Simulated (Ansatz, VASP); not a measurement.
**One calculation of SrO, two programs**

File INCAR:

```
ALGO = Normal ; EDIFF = 1E-8
ENCUT = 520 ; GGA = CA
ISIF = 2 ; ISMEAR = -1
LASPH = True ; LCHARG = False
LEFG = True ; LREAL = False
LWAVE = False ; NBANDS = 15
NELM = 80 ; PREC = Accurate
SIGMA = 0.02
```

Contents of KPOINTS:

```
k-points
0
Gamma
  8 8 8
```

The input POSCAR:

```
SrO
1.0
   -0.0770940000      2.5312530000      2.5312530000
    2.5312530000     -0.0770940000      2.5312530000
    2.5312530000      2.5312530000     -0.0770940000
Sr O
1 1
Direct
    0.0000000000      0.0000000000      0.0000000000
    0.5000000000      0.5000000000      0.5000000000
```

Input for Ansatz:

```yaml
crystal:
  lattice:
    - [-0.077094, 2.531253, 2.531253]
    - [2.531253, -0.077094, 2.531253]
    - [2.531253, 2.531253, -0.077094]
  atoms:
    - { symbol: Sr, position: [0.0, 0.0, 0.0] }
    - { symbol: O, position: [0.5, 0.5, 0.5] }
kpoints:
  mp_grid: { grid: [8, 8, 8] }
scf:
  occupations: { method: fermi_dirac, width: 0.02 }
hamiltonian:
  xc: lda
  pseudopotentials: { kind: paw }
output:
  forces: true
  stress: true
  eigenvalues: true
  efg: { contact_densities: true }
```

Change from the starting cell: equal xy, yz and zx shear strains of -3 %, PAW files.

Alike in both runs: task electric field gradients; functional LDA; k mesh 8 × 8 × 8; occupations fermi-dirac, width 0.02 eV; no spin polarisation.

|  | VASP | Ansatz |
| --- | --- | --- |
| version | VASP 6.6.1 | Ansatz 0.2.0 |
| potentials or method | VASP PAW LDA potentials, release 64 (Sr_sv, O) | PAW with Ansatz's default frozen-core files, scalar-relativistic |
| plane-wave cutoff (eV) | 520 | 420 |
| valence electrons in the cell | 16 | 16 |

Ansatz gave:

* gap on the k mesh at the Fermi level (eV): 3.08
* pressure (GPa): -4.2
* traceless stress, the component that is largest in VASP (GPa): 1.57
* size of Vzz on the site where it differs most (V/Å²): 22.2

Question: Estimate VASP's values.

Answer: gap on the k mesh at the Fermi level (eV): 3.02; pressure (GPa): -3.5; traceless stress, the component that is largest in VASP (GPa): 1.56; size of Vzz on the site where it differs most (V/Å²): 22.0.

LDA's correlation is that of Perdew and Zunger in VASP and of Perdew and Wang (1992) in Ansatz.
